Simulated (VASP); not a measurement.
# Al8H in VASP: relaxation of the atoms with PBEsol

Aim: the relaxation of the atoms of Al8H with PBEsol.

All numbers are computed with VASP 6.6.1; they aren't measurements. Logs are shortened: lines on timing, memory, paths and dates and some standing lists are left out, and cuts for length are marked.

**1. The cell of the first run**

The cell holds a slab with vacuum, 9 atoms: a = 2.836 Å, b = 2.836 Å, c = 35.314 Å, α = 90.00°, β = 90.00°, γ = 120.00°.

**2. Relaxation of the atoms, PBEsol**

Input file INCAR:

```
PREC = Accurate
ENCUT = 520
EDIFF = 1E-6
ISMEAR = 0
SIGMA = 0.1
LREAL = F
LASPH = T
NELM = 100
ALGO = Normal
ISIF = 2
LWAVE = F
LCHARG = F
LDIPOL = T
IDIPOL = 3
DIPOL = 0.5 0.5 0.495
GGA = PS
IBRION = 2
NSW = 90
EDIFFG = -0.03
```

Input file KPOINTS:

```
Automatic mesh
0
Gamma
  12 12 1
```

Input file POSCAR:

```
Al8H
1.0
    2.8362844922      0.0000000000      0.0000000000
   -1.4181422461      2.4562944226      0.0000000000
    0.0000000000      0.0000000000     35.3137615421
Al H
8 1
Selective dynamics
Direct
    0.3333333333      0.6666666667      0.2406993656  F F F
    0.0000000000      0.0000000000      0.3066945262  F F F
    0.6666666667      0.3333333333      0.3726896867  F F F
    0.0000000000      0.0000000000      0.4386848473  F F F
    0.3333333333      0.6666666667      0.5041562492  T T T
    0.0000000000      0.0000000000      0.5704373706  T T T
    0.6666666667      0.3333333333      0.6367922409  T T T
    0.0000000000      0.0000000000      0.7041304592  T T T
    0.3333333333      0.6666666667      0.6769455896  T T T
```

Potentials or basis: VASP PAW PBE potentials, release 64 (Al, H).

Started as:

```sh
$ cat potpaw_PBE.64/Al/POTCAR potpaw_PBE.64/H/POTCAR > POTCAR
$ mpirun -np 1 vasp_std > vasp.out
```

OUTCAR:

```text
PREC = Accurate
   ENCUT = 520
   EDIFF = 1E-6
   ISMEAR = 0
   LREAL = F
   LASPH = T
   NELM = 100
   ISIF = 2
   GGA = PS
   IBRION = 2
   NSW = 90
   EDIFFG = -0.03

 ion  position               nearest neighbor table
   1  0.333  0.667  0.241-   2 2.85   2 2.85   2 2.85
   2  0.000  0.000  0.307-   3 2.85   3 2.85   3 2.85   1 2.85   1 2.85   1 2.85
   3  0.667  0.333  0.373-   2 2.85   2 2.85   2 2.85   4 2.85   4 2.85   4 2.85
   4  0.000  0.000  0.439-   5 2.83   5 2.83   5 2.83   3 2.85   3 2.85   3 2.85
   5  0.333  0.667  0.504-   4 2.83   4 2.83   4 2.83   6 2.86   6 2.86   6 2.86
   6  0.000  0.000  0.570-   5 2.86   5 2.86   5 2.86   7 2.86   7 2.86   7 2.86
   7  0.667  0.333  0.637-   6 2.86   6 2.86   6 2.86   8 2.89   8 2.89   8 2.89
   8  0.000  0.000  0.704-   9 1.90   9 1.90   9 1.90   7 2.89   7 2.89   7 2.89
   9  0.333  0.667  0.677-   8 1.90   8 1.90   8 1.90

  LATTYP: Found a hexagonal cell.
 ALAT       =     2.8362844922
 C/A-ratio  =    12.4507120633

  Lattice vectors:

 A1 = (   2.8362844922,   0.0000000000,   0.0000000000)
 A2 = (  -1.4181422461,   2.4562944226,   0.0000000000)
 A3 = (   0.0000000000,   0.0000000000,  35.3137615421)

Analysis of symmetry for initial positions (statically):
=====================================================================
 Subroutine PRICEL returns:
 Original cell was already a primitive cell.

 Routine SETGRP: Setting up the symmetry group for a
 hexagonal supercell.

 Subroutine GETGRP returns: Found  6 space group operations
 (whereof  6 operations were pure point group operations)
 out of a pool of 24 trial point group operations.

The static configuration has the point symmetry C_3v.

Analysis of symmetry for dynamics (positions and initial velocities):
=====================================================================
 Subroutine PRICEL returns:
 Original cell was already a primitive cell.

 Routine SETGRP: Setting up the symmetry group for a
 hexagonal supercell.

 Subroutine GETGRP returns: Found  6 space group operations
 (whereof  6 operations were pure point group operations)
 out of a pool of 24 trial point group operations.

The dynamic configuration has the point symmetry C_3v.

Analysis of constrained symmetry for selective dynamics:
[... 167 lines left out ...]
  free energy    TOTEN  =       -34.40239947 eV

  energy without entropy =      -34.38584712  energy(sigma->0) =      -34.39412329

------------------------ aborting loop because EDIFF is reached ----------------------------------------

  FORCE on cell =-STRESS in cart. coord.  units (eV):
  Direction    XX          YY          ZZ          XY          YZ          ZX
  --------------------------------------------------------------------------------------
  -------------------------------------------------------------------------------------
  Total       -0.2576850     -0.2576850      1.8780275      0.0000000     -0.0000000      0.0000000
  in kB       -1.6781300     -1.6781300     12.2303348      0.0000000     -0.0000000      0.0000000
  external PRESSURE =       2.9580250 kB  Pullay stress =       0.0000000 kB
[... 75 lines left out ...]
 number of electron      25.0000000 magnetization

------------------------ aborting loop because EDIFF is reached ----------------------------------------

 vacuum level on the upper side and lower side of the slab       (xc-potential included)        -0.127        -0.059

  FORCE on cell =-STRESS in cart. coord.  units (eV):
  Direction    XX          YY          ZZ          XY          YZ          ZX
  --------------------------------------------------------------------------------------
  -------------------------------------------------------------------------------------
  Total       -0.9564756     -0.9564756      0.7861494      0.0000000      0.0000000     -0.0000000
  in kB       -6.2288843     -6.2288843      5.1196643      0.0000000      0.0000000     -0.0000000
  external PRESSURE =      -2.4460348 kB  Pullay stress =       0.0000000 kB
[... 24 lines left out ...]
  FREE ENERGIE OF THE ION-ELECTRON SYSTEM (eV)
  ---------------------------------------------------
  free  energy   TOTEN  =       -34.5252369447 eV

  energy  without entropy=      -34.5042477630  energy(sigma->0) =      -34.51474235

 dipolmoment           0.000000      0.000000      0.001470 electrons x Angstroem

[... ionic steps 4 to 7 ...]

--------------------------------------- Ionic step        8  -------------------------------------------

 number of electron      25.0000000 magnetization

------------------------ aborting loop because EDIFF is reached ----------------------------------------
[... 81 lines left out ...]
--------------------------------------- Ionic step       10  -------------------------------------------

 number of electron      25.0000000 magnetization

 dipolmoment           0.000000      0.000000     -0.007947 electrons x Angstroem

 Free energy of the ion-electron system (eV)
  ---------------------------------------------------
  ext. energy  EPLUGINS =         0.00000000
  ---------------------------------------------------
  free energy    TOTEN  =       -34.54730370 eV

  energy without entropy =      -34.52437688  energy(sigma->0) =      -34.53584029

 E-fermi :   2.5534     XC(G=0):  -6.0798

 val. band max:        2.5480918100   @ k =   0.3333   0.1667   0.0000
 cond. band min:       2.5546924016   @ k =   0.4167   0.0000   0.0000
 fundamental gap:      0.0066005916
 Fermi energy:         2.5534303043

 k-point     1 :       0.0000    0.0000    0.0000
  band No.  band energies     occupation
      1      -9.3644      2.00000
      2      -8.5573      2.00000
      3      -8.1004      2.00000
      4      -7.4232      2.00000
      5      -6.5517      2.00000
      6      -5.5051      2.00000
[... 359 lines left out ...]
      6      -0.3816      2.00000
[... 9 lines left out ...]
     16       2.1284      2.00000
     17       2.1377      2.00000

------------------------ aborting loop because EDIFF is reached ----------------------------------------

 vacuum level on the upper side and lower side of the slab       (xc-potential included)        -0.109         0.095

  FORCE on cell =-STRESS in cart. coord.  units (eV):
  Direction    XX          YY          ZZ          XY          YZ          ZX
  --------------------------------------------------------------------------------------
  -------------------------------------------------------------------------------------
  Total       -1.2097676     -1.2097676      0.0261841     -0.0000000      0.0000000     -0.0000000
  in kB       -7.8784055     -7.8784055      0.1705197     -0.0000000      0.0000000     -0.0000000
  external PRESSURE =      -5.1954304 kB  Pullay stress =       0.0000000 kB
[... 24 lines left out ...]
  FREE ENERGIE OF THE ION-ELECTRON SYSTEM (eV)
  ---------------------------------------------------
  free  energy   TOTEN  =       -34.5473036980 eV

  energy  without entropy=      -34.5243768755  energy(sigma->0) =      -34.53584029

 reached required accuracy - stopping structural energy minimisation

 vacuum level on the upper side and lower side of the slab         6.442         6.649
```

OSZICAR:

```text
N       E                     dE             d eps       ncg     rms          rms(c)
DAV:   1     0.764739761271E+02    0.76474E+02   -0.85413E+03   646   0.108E+03
DAV:   2    -0.294331444122E+02   -0.10591E+03   -0.10200E+03   853   0.176E+02
DAV:   3    -0.352874808503E+02   -0.58543E+01   -0.56580E+01  1010   0.386E+01
DAV:   4    -0.354693740446E+02   -0.18189E+00   -0.17398E+00  1035   0.709E+00
[... 132 lines left out ...]
DAV:   6    -0.345473193941E+02   -0.15886E-06   -0.34372E-04   858   0.102E-01    0.247E-02
DAV:   7    -0.345473055744E+02    0.13820E-04   -0.23627E-04   854   0.629E-02    0.905E-03
DAV:   8    -0.345473079167E+02   -0.23423E-05   -0.11198E-04   907   0.408E-02    0.695E-03
DAV:   9    -0.345473033307E+02    0.45860E-05   -0.45617E-05   764   0.260E-02    0.220E-03
DAV:  10    -0.345473036980E+02   -0.36729E-06   -0.43030E-06   735   0.111E-02
  10 F= -.34547304E+02 E0= -.34535840E+02  d E =-.182091E-02
```

Wall time 28 min (1 thread of Oxide Virtual Turin-like, shared host); peak memory 0.4 GiB.

What came out:

| Property | Result |
| --- | --- |
| Free energy | -34.5473 eV |
| Energy gained by relaxing | 16.1 meV/atom |
| Ionic steps | 10 |

Step by step:
```tsv
step	energy change (eV)	largest force on free atoms (eV/Å)	pressure (GPa)
1	0.0000	0.8636	0.30
2	-0.0445	0.6684	0.14
3	-0.1228	0.2292	-0.24
4	-0.1286	0.2713	-0.36
5	-0.1369	0.1580	-0.41
6	-0.1406	0.1128	-0.45
7	-0.1426	0.0612	-0.47
8	-0.1431	0.0601	-0.48
9	-0.1438	0.0487	-0.49
10	-0.1449	0.0169	-0.52
```

Final structure:
```xyz
9
Lattice="2.8363 0.0000 0.0000 -1.4181 2.4563 0.0000 0.0000 0.0000 35.3138" Properties=species:S:1:pos:R:3 pbc="T T T"
Al    0.0000    1.6375    8.5000
Al    0.0000    0.0000   10.8305
Al    1.4181    0.8188   13.1611
Al    0.0000    0.0000   15.4916
Al    0.0000    1.6375   17.7869
Al    2.8363    0.0000   20.1263
Al    1.4181    0.8188   22.4622
Al    0.0000    0.0000   25.1332
H     0.0000    1.6375   23.7393
```

Caveat: the highest band is partly filled, so the run has too few bands; the PAW data sets were made with another functional, which shifts forces and pressure a little.
